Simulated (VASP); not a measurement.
ScTaN:

```
Ta Sc N
1.0
     3.08507    0.00000    0.00000
    -1.54253    2.67175    0.00000
     0.00000    0.00000   10.34014
Ta Sc N
2 2 2
Cartesian
  0.0000 1.7812 2.5399
  1.5425 0.8906 7.8003
  0.0000 0.0000 0.0000
  0.0000 0.0000 5.1701
  0.0000 1.7812 6.5126
  1.5425 0.8906 3.8275
```

```yaml
Program: VASP 6.6.1
Task: relaxation of cell and atoms
Functional: PBEsol
Potentials_or_basis: VASP PAW PBE potentials, release 64 (Ta_pv, Sc_sv, N)
Cutoff: 600 eV
k_mesh: 10 × 10 × 3
Occupations: fermi-dirac, width 0.05 eV
Spin: no spin polarisation
```

At the start: pressure -6.2 GPa; volume 14.20 Å³/atom.

Q: How do energy, volume and symmetry change on relaxing?

A: Over 8 steps the energy falls by 8.7 meV/atom and the volume is 13.77 Å³/atom (-3.0 %); space group P-3m1 (No. 164, to 0.1 Å) before and after.

The path:
| step | energy change (eV) | largest force (eV/Å) | pressure (GPa) | volume (Å³) |
| --- | --- | --- | --- | --- |
| 1 | 0.0000 | 0.2927 | -6.19 | 85.23 |
| 2 | 0.1087 | 0.8616 | 12.39 | 78.63 |
| 3 | -0.0516 | 0.0834 | -0.16 | 82.77 |
| 4 | -0.0516 | 0.0920 | -0.06 | 82.72 |
| 5 | -0.0521 | 0.0231 | 0.01 | 82.63 |
| 6 | -0.0521 | 0.0300 | 0.02 | 82.62 |
| 7 | -0.0522 | 0.0193 | 0.00 | 82.63 |
| 8 | -0.0522 | 0.0070 | -0.04 | 82.64 |

Final structure:
```
CELL_PARAMETERS angstrom
3.05571 0.00000 0.00000
-1.52786 2.64633 0.00000
0.00000 0.00000 10.21921
ATOMIC_POSITIONS crystal
Ta 0.33333 0.66667 0.24550
Ta 0.66667 0.33333 0.75450
Sc 0.00000 0.00000 0.00000
Sc 0.00000 0.00000 0.50000
N 0.33333 0.66667 0.63015
N 0.66667 0.33333 0.36985
```

Caveat: the PAW data sets were made with another functional, which shifts forces and pressure a little.
